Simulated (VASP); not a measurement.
Wanted: the native input for a VASP 6.6.1 run.

```
Task                   : single point
Functional             : r2SCAN
Potentials or basis    : VASP PAW PBE potentials, release 64 (Ga_d, N)
Cutoff                 : 520 eV
k mesh                 : 10 × 10 × 10
Occupations            : fermi-dirac, width 0.02 eV
Spin                   : no spin polarisation
Dipole correction      : no
Further INCAR settings : ALGO = Normal; EDIFF = 1e-07; NBANDS = 16
```

GaN:

```
Ga N
1.0
     0.00000    2.10852    2.10852
     2.10852    0.00000    2.10852
     2.10852    2.10852    0.00000
Ga N
1 1
Direct
  0.50000 0.50000 0.50000
  0.00000 0.00000 0.00000
```

One way to write it, as run:

POSCAR

```
GaN
1.0
    0.0000000000      2.1085153661      2.1085153661
    2.1085153661      0.0000000000      2.1085153661
    2.1085153661      2.1085153661      0.0000000000
Ga N
1 1
Direct
    0.5000000000      0.5000000000      0.5000000000
    0.0000000000      0.0000000000      0.0000000000
```

INCAR.step1

```
  PREC = Accurate
  ENCUT = 520
  ISMEAR = -1
  SIGMA = 0.02
  LREAL = False
  LASPH = True
  NELM = 100
  NBANDS = 16
  GGA = PE
  ALGO = Normal
  EDIFF = 1E-4
  LWAVE = True
  LCHARG = False
```

INCAR.step2

```
  PREC = Accurate
  ENCUT = 520
  EDIFF = 1E-7
  ISMEAR = -1
  SIGMA = 0.02
  LREAL = False
  LASPH = True
  NELM = 100
  ALGO = Normal
  ISIF = 2
  LWAVE = False
  LCHARG = False
  METAGGA = R2SCAN
  LMIXTAU = True
  NBANDS = 16
  ISTART = 1
```

KPOINTS

```
Automatic mesh
0
Gamma
  10 10 10
```

Potentials or basis: VASP PAW PBE potentials, release 64 (Ga_d, N).

Command:

```bash
$ cat potpaw_PBE.64/Ga_d/POTCAR potpaw_PBE.64/N/POTCAR > POTCAR
$ cp INCAR.step1 INCAR
$ mpirun -np 1 vasp_std > vasp.out
$ cp INCAR.step2 INCAR
$ mpirun -np 1 vasp_std > vasp.out
```

It gave:

```json
{"Pressure": "1.4 GPa", "Band gap on the k mesh": "1.18 eV, indirect (least direct gap 3.41 eV)"}
```

Caveat: the PAW data sets were made with another functional, which shifts forces and pressure a little.

Run time: 49 s on 1 thread of Intel(R) Xeon(R) Platinum 8488C (Sapphire Rapids) (shared host), peak memory 0.15 GiB.
